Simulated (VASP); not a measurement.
## CsI: relaxation of cell and atoms with PBEsol

The system is CsI.

```
CELL_PARAMETERS angstrom
4.50319 0.00000 0.00000
0.00000 4.50319 0.00000
0.00000 0.00000 4.50319
ATOMIC_POSITIONS crystal
Cs 0.00000 0.00000 0.00000
I 0.50000 0.50000 0.50000
```

```json
{
  "Program": "VASP 6.6.1",
  "Task": "relaxation of cell and atoms",
  "Functional": "PBEsol",
  "Potentials or basis": "VASP PAW PBE potentials, release 64 (Cs_sv, I)",
  "Cutoff": "500 eV",
  "k mesh": "6 × 6 × 6",
  "Occupations": "gaussian, width 0.01 eV",
  "Spin": "no spin polarisation",
  "Target pressure": "7 GPa",
  "Dipole correction": "no",
  "Further INCAR settings": "ALGO = Normal; EDIFF = 1e-07; IBRION = 2; EDIFFG = -0.002; NSW = 100; ISIF = 3"
}
```

```yaml
Relaxed_volume: 35.10 Å³/atom
Relaxed_cell: a = 4.125 Å, b = 4.125 Å, c = 4.125 Å, α = 90.00°, β = 90.00°, γ = 90.00°
Space_group_after_relaxing_to_0.05_Å: Pm-3m (No. 221)
Energy_change_on_relaxing_the_enthalpy_is_what_falls: +179.4 meV/atom
Ionic_steps: 16
Pressure_after_relaxing: 7.0 GPa
Band_gap_on_the_k_mesh: 3.30 eV, direct
```

Step by step:
```
step  energy change (eV)  largest force (eV/Å)  pressure (GPa)  volume (Å³)
   1              0.0000                0.0000            0.08        91.32
   2              0.4830                0.0000            8.75        67.66
   3              0.3610                0.0000            7.02        70.15
   4              0.3443                0.0000            6.79        70.54
   5              0.3447                0.0000            6.79        70.53
   6              0.3461                0.0000            6.82        70.49
   7              0.3462                0.0000            6.82        70.49
   8              0.3462                0.0000            6.82        70.49
   9              0.3463                0.0000            6.82        70.49
  10              0.3466                0.0000            6.82        70.48
  11              0.3471                0.0000            6.83        70.47
  12              0.3481                0.0000            6.84        70.45
  13              0.3500                0.0000            6.87        70.40
  14              0.3540                0.0000            6.93        70.31
  15              0.3621                0.0000            7.05        70.13
  16              0.3589                0.0000            7.00        70.20
```

Final structure:
```yaml
crystal:
  lattice:
    - [4.12518, 0.00000, 0.00000]
    - [0.00000, 4.12518, 0.00000]
    - [0.00000, 0.00000, 4.12518]
  atoms:
    - { symbol: Cs, position: [0.00000, 0.00000, 0.00000] }
    - { symbol: I, position: [0.50000, 0.50000, 0.50000] }
```

Levels at points of the mesh, in eV from the valence-band top:
```tsv
k point	band 5	band 6	band 7	band 8	band 9	band 10	band 11	band 12
(0.00, 0.00, 0.00)	-6.89	0.00	0.00	0.00	3.30	3.30	4.98	8.26
(0.50, 0.00, 0.00)	-6.67	-2.52	-0.55	-0.55	4.69	6.31	7.80	8.04
(0.50, 0.50, 0.00)	-6.56	-1.03	-1.03	-0.06	3.89	4.84	5.90	5.90
(0.50, 0.50, 0.50)	-7.44	-2.38	-2.38	-2.38	8.19	8.19	8.19	9.42
```

Run time: 83 s on 1 thread of Intel(R) Xeon(R) Platinum 8488C (Sapphire Rapids), with other jobs on the host, peak memory 0.22 GiB.

Caveat: the cell is relaxed towards a set pressure, so the enthalpy falls and the energy may rise; the volume moved by over 15 % at a fixed basis, so the end points are rough; the PAW data sets were made with another functional, which shifts forces and pressure a little; spin-orbit coupling is left out, which moves the levels of the heavy elements. A k mesh can miss the band edges.
